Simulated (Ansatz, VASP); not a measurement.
## Sn in VASP and in Ansatz

Contents of INCAR:

```
PREC     = Accurate       # precision mode
ENCUT    = 520            # plane-wave cutoff, eV
EDIFF    = 1E-6           # SCF threshold, eV
ISMEAR   = -1             # smearing method
SIGMA    = 0.05           # smearing width, eV
LREAL    = False          # projectors in reciprocal space
LASPH    = True           # aspherical terms in the spheres
NELM     = 80             # most SCF steps
ALGO     = Normal         # electronic algorithm
ISIF     = 2              # what is computed and relaxed
LWAVE    = False          # write WAVECAR
LCHARG   = False          # write CHGCAR
GGA      = PE             # functional
NBANDS   = 21             # bands
```

KPOINTS

```
regular mesh
0
Gamma
  15 15 15
```

File POSCAR:

```
Sn
1.0
   -2.9450085000      2.9450085000      1.5906500000
    2.9450085000     -2.9450085000      1.5906500000
    2.9450085000      2.9450085000     -1.5906500000
Sn
2
Direct
    0.0000000000      0.0000000000      0.0000000000
    0.7500000000      0.2500000000      0.5000000000
```

Input for Ansatz:

```yaml
crystal:
  lattice:
    - [-2.9450085, 2.9450085, 1.59065]
    - [2.9450085, -2.9450085, 1.59065]
    - [2.9450085, 2.9450085, -1.59065]
  atoms:
    - { symbol: Sn, position: [0.0, 0.0, 0.0] }
    - { symbol: Sn, position: [0.75, 0.25, 0.5] }
kpoints:
  mp_grid: { grid: [15, 15, 15] }
  band_path:
    path:
      - [0.0, 0.0, 0.0]
      - [0.0, 0.0, 0.5]
      - [-0.5, 0.5, 0.5]
      - [0.0, 0.0, 0.0]
      - [0.3229316708, 0.3229316708, -0.3229316708]
      - [-0.3229316708, 0.6770683292, 0.3229316708]
      - [-0.5, 0.5, 0.5]
      - [0.0, 0.0, 0.5]
      - [0.25, 0.25, 0.25]
    npoints: 5
scf:
  occupations: { method: fermi_dirac, width: 0.05 }
hamiltonian:
  xc: pbe
  pseudopotentials: { kind: all_electron, lapw: { basis_error: 0.0005 } }
output:
  forces: true
  stress: true
  eigenvalues: true
```

Change from the starting cell: equal xx and yy strain of +1 %.

Alike in both runs: task single point; functional PBE; k mesh 15 × 15 × 15; occupations fermi-dirac, width 0.05 eV; no spin polarisation.

|  | VASP | Ansatz |
| --- | --- | --- |
| version | VASP 6.6.1 | Ansatz 0.2.0 |
| potentials or method | VASP PAW PBE potentials, release 64 (Sn_d), cutoff 520 eV | all-electron LAPW, scalar-relativistic |

|  | VASP | Ansatz | Ansatz less VASP |
| --- | --- | --- | --- |
| pressure (GPa) | 1.5 | 1.5 | +0.05 |
| traceless stress, the component that is largest in VASP (GPa) | -0.32 | -0.32 | -0.008 |

Ansatz ran all-electron here, and VASP with PAW potentials.
